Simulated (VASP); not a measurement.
# Ba2S (I4/mmm) in VASP: relaxation of cell and atoms with PBE

Aim: the relaxation of cell and atoms of Ba2S with PBE.

Everything below comes from runs of VASP 6.6.1. Logs are shortened: lines on timing, memory, paths and dates and some standing lists are left out, and cuts for length are marked.

## (1) The cell of the first run

The structure is tetragonal, space group I4/mmm (No. 139). The conventional cell has a = 5.378 Å, b = 5.378 Å, c = 7.512 Å, α = 90.00°, β = 90.00°, γ = 90.00°. Ba (site symmetry -4m2) has 4 S at 3.28 Å and 6 Ba at 3.76 to 3.80 Å within 4.3 Å. Within 4.3 Å of S (site symmetry 4/mmm) lie 8 Ba at 3.28 Å.

## (2) Relaxation of cell and atoms, PBE

File INCAR:

```
SYSTEM = Ba2S
PREC = Accurate ; ENCUT = 600
EDIFF = 1E-6 ; ISMEAR = 0
SIGMA = 0.1 ; LREAL = .False.
LASPH = .True. ; NELM = 100
ALGO = Normal ; ISIF = 3
LWAVE = .False. ; LCHARG = .False.
GGA = PE ; IBRION = 2
NSW = 100 ; EDIFFG = -0.01
```

File KPOINTS:

```
regular mesh
0
Gamma
  12 12 12
  0 0 0
```

File POSCAR:

```
Ba2S
1.0
   -2.6891664715      2.6891664715      3.7559732705
    2.6891664715     -2.6891664715      3.7559732705
    2.6891664715      2.6891664715     -3.7559732705
Ba S
2 1
Direct
    0.7500000000      0.2500000000      0.5000000000
    0.2500000000      0.7500000000      0.5000000000
    0.0000000000      0.0000000000      0.0000000000
```

Potentials or basis: VASP PAW PBE potentials, release 64 (Ba_sv, S).

On the command line:

```bash
$ cat potpaw_PBE.64/Ba_sv/POTCAR potpaw_PBE.64/S/POTCAR > POTCAR
$ mpirun -np 1 vasp_std > vasp.out
```

OUTCAR:

```text
SYSTEM = Ba2S
   PREC = Accurate
   ENCUT = 600
   EDIFF = 1E-6
   ISMEAR = 0
   LREAL = .False.
   LASPH = .True.
   NELM = 100
   ISIF = 3
   GGA = PE
   IBRION = 2
   NSW = 100
   EDIFFG = -0.01

 ion  position               nearest neighbor table
   1  0.750  0.250  0.500-   3 3.28   3 3.28   3 3.28   3 3.28   2 3.76   2 3.76   2 3.80   2 3.80
                             2 3.80   2 3.80
   2  0.250  0.750  0.500-   3 3.28   3 3.28   3 3.28   3 3.28   1 3.76   1 3.76   1 3.80   1 3.80
                             1 3.80   1 3.80
   3  0.000  0.000  0.000-   1 3.28   2 3.28   1 3.28   2 3.28   1 3.28   2 3.28   1 3.28   2 3.28

  LATTYP: Found a body centered tetragonal cell.
 ALAT       =     5.3783329430
 C/A-ratio  =     1.3967053770

  Lattice vectors:

 A1 = (  -2.6891664715,   2.6891664715,   3.7559732705)
 A2 = (   2.6891664715,  -2.6891664715,   3.7559732705)
 A3 = (   2.6891664715,   2.6891664715,  -3.7559732705)

Analysis of symmetry for initial positions (statically):
=====================================================================
 Subroutine PRICEL returns:
 Original cell was already a primitive cell.

 Routine SETGRP: Setting up the symmetry group for a
 body centered tetragonal supercell.

 Subroutine GETGRP returns: Found 16 space group operations
 (whereof 16 operations were pure point group operations)
 out of a pool of 16 trial point group operations.

The static configuration has the point symmetry D_4h.

Analysis of symmetry for dynamics (positions and initial velocities):
=====================================================================
 Subroutine PRICEL returns:
 Original cell was already a primitive cell.

 Routine SETGRP: Setting up the symmetry group for a
 body centered tetragonal supercell.

 Subroutine GETGRP returns: Found 16 space group operations
 (whereof 16 operations were pure point group operations)
 out of a pool of 16 trial point group operations.

The dynamic configuration has the point symmetry D_4h.

 Subroutine INISYM returns: Found 16 space group operations
 (whereof 16 operations are pure point group operations),
 and found     1 'primitive' translations

----------------------------------------------------------------------------------------

                                     Primitive cell

  volume of cell :     108.6470

  direct lattice vectors                    reciprocal lattice vectors
    -2.689166472  2.689166472  3.755973271     0.000000000  0.185931219  0.133121288
     2.689166472 -2.689166472  3.755973271     0.185931219  0.000000000  0.133121288
     2.689166472  2.689166472 -3.755973271     0.185931219  0.185931219  0.000000000

  length of vectors
     5.345144323  5.345144323  5.345144323     0.228673775  0.228673775  0.262946452

  position of ions in fractional coordinates (direct lattice)
     0.750000000  0.250000000  0.500000000
     0.250000000  0.750000000  0.500000000
     0.000000000  0.000000000  0.000000000

  ion indices of the primitive-cell ions
   primitive index   ion index
                 1           1
                 2           2
                 3           3

----------------------------------------------------------------------------------------

 KPOINTS: regular mesh

Automatic generation of k-mesh.
 Grid dimensions read from file:
 generate k-points for:   12   12   12

 Generating k-lattice:

  Cartesian coordinates                     Fractional coordinates (reciprocal lattice)
     0.000000000  0.015494268  0.011093441     0.083333333  0.000000000 -0.000000000
     0.015494268  0.000000000  0.011093441     0.000000000  0.083333333 -0.000000000
     0.015494268  0.015494268  0.000000000     0.000000000  0.000000000  0.083333333

  Length of vectors
     0.019056148  0.019056148  0.021912204

  Shift w.r.t. Gamma in fractional coordinates (k-lattice)
     0.000000000  0.000000000  0.000000000

 Subroutine IBZKPT returns following result:
 ===========================================

 Found    163 irreducible k-points:

 Following reciprocal coordinates:
            Coordinates               Weight
  0.000000  0.000000  0.000000      1.000000
  0.083333 -0.000000  0.000000      8.000000
  0.166667 -0.000000  0.000000      8.000000
  0.250000 -0.000000  0.000000      8.000000
  0.333333 -0.000000  0.000000      8.000000
  0.416667 -0.000000  0.000000      8.000000
[... 16 lines left out ...]
  0.500000  0.166667  0.000000     16.000000
 -0.416667  0.166667  0.000000     16.000000
 [... further k-points ...]
   k-points           NKPTS =    163   k-points in BZ     NKDIM =    163   number of bands    NBANDS=     17
   number of dos      NEDOS =    301   number of ions     NIONS =      3
   total plane-waves  NPLWV = 110592
   dimension x,y,z NGX =    48 NGY =   48 NGZ =   48
   dimension x,y,z NGXF=    96 NGYF=   96 NGZF=   96
   ions per type =               2   1
   NGX,Y,Z   is equivalent  to a cutoff of  14.93, 14.93, 14.93 a.u.
   NGXF,Y,Z  is equivalent  to a cutoff of  29.86, 29.86, 29.86 a.u.
 SYSTEM =  Ba2S
   PREC   = accura    normal or accurate (medium, high low for compatibility)
   ISTART =      0    job   : 0-new  1-cont  2-samecut
   ICHARG =      2    charge: 1-file 2-atom 10-const
   ISPIN  =      1    spin polarized calculation?
   LNONCOLLINEAR =      F non collinear calculations
   LSORBIT =      F    spin-orbit coupling
   LASPH  =      T    aspherical Exc in radial PAW
   ENCUT  =  600.0 eV  44.10 Ry    6.64 a.u.  10.68 10.68 10.68*2*pi/ulx,y,z
   NELM   =    100;   NELMIN=  2; NELMDL= -5     # of ELM steps
   EDIFF  = 0.1E-05   stopping-criterion for ELM
   LREAL  =      F    real-space projection
   EDIFFG = -.1E-01   stopping-criterion for IOM
   NSW    =    100    number of steps for IOM
   IBRION =      2    ionic relax: 0-MD 1-quasi-New 2-CG
   NFREE  =      1    steps in history (QN), initial steepest desc. (CG)
   ISIF   =      3    stress and relaxation
   ISYM   =      2    0-nonsym 1-usesym 2-fastsym
   POTIM  = 0.5000    time-step for ionic-motion
   TEBEG  =    0.0;   TEEND  =   0.0 temperature during run
   PSTRESS=    0.0 pullay stress
   NELECT =      26.0000    total number of electrons
   NUPDOWN=      -1.0000    fix difference up-down
   EMIN   =  10.00;   EMAX   =-10.00  energy-range for DOS
   EFERMI =   0.00;   METHOD = LEGACY
   ISMEAR =     0;   SIGMA  =   0.10  broadening in eV -4-tet -1-fermi 0-gaus
   EFERMI_NEDOS =   21; number of points for ismear=-14 and -15
   IALGO  =     38    algorithm
   IMIX   =      4    mixing-type and parameters
     AMIX     =   0.40;   BMIX     =  1.00
     AMIX_MAG =   1.60;   BMIX_MAG =  1.00
  volume/ion in A,a.u.               =      36.22       244.40
  Fermi-wavevector in a.u.,A,eV,Ry     =   1.016389  1.920697 14.055455  1.033047
  Thomas-Fermi vector in A             =   2.149730
   LORBIT       =      0    0 simple, 1 ext, 2 COOP (PROOUT), +10 PAW based schemes
   GGA     = PE    functional components
   LHFCALC =     F    Hartree Fock is set to
   AEXX    =    0.0000 exact exchange contribution
   IVDW    =     0    specifies the selected vdW correction
   LEPSILON=     F    determine dielectric tensor
   LRPA    =     F    only Hartree local field effects (RPA)
 conjugate gradient relaxation of ions
 non-spin polarized calculation
 Gauss-broadening in eV      SIGMA  =   0.10
  energy-cutoff  :      600.00
  volume of cell :      108.65
 maximum number of plane-waves:      3663
 NGX is ok and might be reduce to    48
   NGX = 21   NGY = 21   NGZ = 21

--------------------------------------- Ionic step        1  -------------------------------------------

 number of electron      26.0000000 magnetization

 Free energy of the ion-electron system (eV)
  ---------------------------------------------------
  ext. energy  EPLUGINS =         0.00000000
  ---------------------------------------------------
  free energy    TOTEN  =       -11.17146829 eV

  energy without entropy =      -11.15605535  energy(sigma->0) =      -11.16376182

------------------------ aborting loop because EDIFF is reached ----------------------------------------

  FORCE on cell =-STRESS in cart. coord.  units (eV):
  Direction    XX          YY          ZZ          XY          YZ          ZX
  --------------------------------------------------------------------------------------
  -------------------------------------------------------------------------------------
  Total        0.1788944      0.1788944      0.5040164      0.0000000      0.0000000      0.0000000
  in kB        2.6380886      2.6380886      7.4325420      0.0000000      0.0000000      0.0000000
  external PRESSURE =       4.2362397 kB  Pullay stress =       0.0000000 kB
[... 133 lines left out ...]
  energy  without entropy=      -11.1588932083  energy(sigma->0) =      -11.16691607

--------------------------------------- Ionic step        5  -------------------------------------------

 number of electron      26.0000000 magnetization

 Free energy of the ion-electron system (eV)
  ---------------------------------------------------
  ext. energy  EPLUGINS =         0.00000000
  ---------------------------------------------------
  free energy    TOTEN  =       -11.17502034 eV

  energy without entropy =      -11.15899661  energy(sigma->0) =      -11.16700847

 E-fermi :   3.7359     XC(G=0):  -8.6607

 val. band max:        3.7158180617   @ k =  -0.2500   0.0833  -0.0000
 cond. band min:       3.7409088177   @ k =  -0.2500   0.1667  -0.0000
 fundamental gap:      0.0250907560
 Fermi energy:         3.7358748964

 k-point     1 :       0.0000    0.0000    0.0000
  band No.  band energies     occupation
      1     -25.3515      2.00000
      2     -25.0794      2.00000
      3     -10.7930      2.00000
      4     -10.7929      2.00000
      5     -10.7929      2.00000
      6     -10.1180      2.00000
[... 9 lines left out ...]
     16       6.2270      0.00000
     17       6.2270      0.00000
[... 443 lines left out ...]
      1     -25.2652      2.00000
      2     -25.1606      2.00000
      3     -11.1041      2.00000
      4     -10.7961      2.00000
      5     -10.7856      2.00000
      6     -10.3038      2.00000
[... 9 lines left out ...]
     16       5.5754      0.00000
     17       5.6032      0.00000

 [... further k-points ...]

------------------------ aborting loop because EDIFF is reached ----------------------------------------

  FORCE on cell =-STRESS in cart. coord.  units (eV):
  Direction    XX          YY          ZZ          XY          YZ          ZX
  --------------------------------------------------------------------------------------
  -------------------------------------------------------------------------------------
  Total       -0.0014924     -0.0014924     -0.0015494      0.0000000      0.0000000      0.0000000
  in kB       -0.0216667     -0.0216667     -0.0224939      0.0000000      0.0000000      0.0000000
  external PRESSURE =      -0.0219424 kB  Pullay stress =       0.0000000 kB
[... 18 lines left out ...]
  FREE ENERGIE OF THE ION-ELECTRON SYSTEM (eV)
  ---------------------------------------------------
  free  energy   TOTEN  =       -11.1750203385 eV

  energy  without entropy=      -11.1589966094  energy(sigma->0) =      -11.16700847

 reached required accuracy - stopping structural energy minimisation
```

Run time: 38 min. Hardware: 1 thread of AMD EPYC 7R43 (Zen 3), shared host; peak memory 0.54 GiB.

Results:

| Property | Result |
| --- | --- |
| Free energy | -11.1750 eV |
| Relaxed volume | 36.79 Å³/atom |
| Relaxed cell | a = 5.384 Å, b = 5.384 Å, c = 5.384 Å, α = 120.00°, β = 120.00°, γ = 90.00° |
| Space group after relaxing (to 0.05 Å) | Fm-3m (No. 225) |
| Energy gained by relaxing | 1.2 meV/atom |
| Ionic steps | 5 |
| Pressure after relaxing | 0.0 GPa |
| Band gap on the k mesh | zero (band 13 reaches 3.95 eV, above the bottom of band 14 at 3.33 eV) |

The path:
```tsv
step	energy change (eV)	largest force (eV/Å)	pressure (GPa)	volume (Å³)
1	0.0000	0.0000	0.42	108.65
2	-0.0031	0.0000	0.04	110.16
3	-0.0032	0.0000	-0.06	110.58
4	-0.0035	0.0000	-0.03	110.47
5	-0.0036	0.0000	0.00	110.36
```

Final structure:
```
CELL_PARAMETERS angstrom
-2.69202 2.69202 3.80698
2.69202 -2.69202 3.80698
2.69202 2.69202 -3.80698
ATOMIC_POSITIONS crystal
Ba 0.75000 0.25000 0.50000
Ba 0.25000 0.75000 0.50000
S 0.00000 0.00000 0.00000
```

Caveat: spin-orbit coupling is left out, which moves the levels of the heavy elements.
